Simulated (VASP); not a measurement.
Input of a VASP 6.6.1 run:

Contents of POSCAR:

```
AlN
1.0
    3.1066937602      0.0000000000      0.0000000000
   -1.5533468801      2.6904757181      0.0000000000
    0.0000000000      0.0000000000      4.9785915519
Al N
2 2
Direct
    0.3333333333      0.6666666667     -0.0032954727
    0.6666666667      0.3333333333      0.4967045273
    0.3333333333      0.6666666667      0.3782954727
    0.6666666667      0.3333333333      0.8782954727
```

INCAR.step1

```
PREC = Accurate
ENCUT = 500
EDIFF = 1E-8
ISMEAR = 0
SIGMA = 0.01
LREAL = F
LASPH = T
NELM = 100
ALGO = Normal
LWAVE = T
LCHARG = F
GGA = PE
```

Contents of INCAR.step2:

```
PREC = Accurate
ENCUT = 500
EDIFF = 1E-8
ISMEAR = 0
SIGMA = 0.01
LREAL = F
LASPH = T
NELM = 1
ALGO = Exact
LWAVE = T
LCHARG = F
GGA = PE
NBANDS = 102
LOPTICS = T
ISTART = 1
```

The input INCAR.step3:

```
PREC = Accurate
ENCUT = 500
EDIFF = 1E-8
ISMEAR = 0
SIGMA = 0.01
LREAL = F
LASPH = T
ALGO = EVGW0
LWAVE = F
LCHARG = F
GGA = PE
NELMGW = 1
NBANDS = 102
ENCUTGW = 100.0
NOMEGA = 96
PRECFOCK = Fast
ISTART = 1
NBANDSGW = 16
OMEGAMAX = 20
```

KPOINTS

```
Automatic mesh
0
Gamma
  6 6 4
```

Potentials or basis: VASP PAW PBE potentials, release 64 (Al_GW, N_GW).

Run with:

```bash
$ cat potpaw_PBE.64/Al_GW/POTCAR potpaw_PBE.64/N_GW/POTCAR > POTCAR
$ cp INCAR.step1 INCAR
$ mpirun -np 1 vasp_std > vasp.out
$ cp INCAR.step2 INCAR
$ mpirun -np 1 vasp_std > vasp.out
$ cp INCAR.step3 INCAR
$ mpirun -np 1 vasp_std > vasp.out
```

Q: Estimate the quasiparticle gap.

A: 5.70 eV.

Q: Predict the least direct quasiparticle gap.

A: 5.70 eV.

Q: Predict the least direct gap of the starting levels on the mesh.

A: 4.24 eV.

Q: Predict the band gap of the starting levels on the mesh.

A: 4.24 eV.

Caveat: the k points lie up to 0.39 Å⁻¹ apart; bands, screening cutoff and mesh are small and nothing is extrapolated, so the quasiparticle values aren't converged.
